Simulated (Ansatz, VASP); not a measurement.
# Two plane-wave programs on AlN

Contents of INCAR:

```
SYSTEM = AlN
ALGO = Normal
EDIFF = 1E-6
ENCUT = 520
GGA = PE
ISIF = 2
ISMEAR = 0
LASPH = .True.
LCHARG = .True.
LELF = .True.
LREAL = .False.
LVHAR = .True.
LWAVE = .False.
NBANDS = 26
NELM = 100
PREC = Accurate
SIGMA = 0.05
```

File KPOINTS:

```
k-points
0
Gamma
  8 6 4
  0 0 0
```

File POSCAR:

```
AlN
1.0
   -1.6567491617      2.8695737234      0.0000000000
    0.0000000000      0.0000000000      4.1874629526
    4.9702474850      2.8695737234      0.0000000000
Al N
4 4
Direct
    0.6038897166      0.7500000000      0.1505948716
    0.0000000000      0.7500000000      0.6666666667
    0.0000000000      0.2500000000      0.3333333333
    0.5000000000      0.2500000000      0.8333333333
    0.5000000000      0.2500000000      0.1666666667
    0.0000000000      0.2500000000      0.6666666667
    0.0000000000      0.7500000000      0.3333333333
    0.5000000000      0.7500000000      0.8333333333
```

Input for Ansatz:

```yaml
crystal:
  lattice:
    - [-1.6567491617, 2.8695737234, 0.0]
    - [0.0, 0.0, 4.1874629526]
    - [4.970247485, 2.8695737234, 0.0]
  atoms:
    - { symbol: Al, position: [0.6038897166, 0.75, 0.1505948716] }
    - { symbol: Al, position: [0.0, 0.75, 0.6666666667] }
    - { symbol: Al, position: [0.0, 0.25, 0.3333333333] }
    - { symbol: Al, position: [0.5, 0.25, 0.8333333333] }
    - { symbol: "N", position: [0.5, 0.25, 0.1666666667] }
    - { symbol: "N", position: [0.0, 0.25, 0.6666666667] }
    - { symbol: "N", position: [0.0, 0.75, 0.3333333333] }
    - { symbol: "N", position: [0.5, 0.75, 0.8333333333] }
basis:
  ecutwfc: 420
kpoints:
  mp_grid: { grid: [8, 6, 4] }
hamiltonian:
  xc: pbe
  pseudopotentials: { kind: paw, azcp: { folder: soft_1 } }
scf:
  occupations: { method: gaussian, width: 0.05 }
output:
  forces: true
  stress: true
  eigenvalues: true
```

Alike in both runs: task single point; functional PBE; k mesh 8 × 6 × 4; occupations gaussian, width 0.05 eV; no spin polarisation.

|  | VASP | Ansatz |
| --- | --- | --- |
| version | VASP 6.6.1 | Ansatz 0.2.0 |
| potentials or method | VASP PAW PBE potentials, release 64 (Al, N), cutoff 520 eV | scalar-relativistic, plane waves, PAW |
| valence electrons in the cell | 32 | 32 |

```tsv
	VASP	Ansatz	Ansatz less VASP
gap on the k mesh at the Fermi level (eV)	3.05	3.04	-0.007
least direct gap on the mesh (eV)	3.05	3.04	-0.007
pressure (GPa)	4.0	4.1	+0.15
traceless stress, the component that is largest in VASP (GPa)	8.51	8.52	+0.012
rms of the force components (eV/Å)	1.431	1.425	-0.0063
```

Atom by atom the forces differ by 0.007 eV/Å (rms over components).
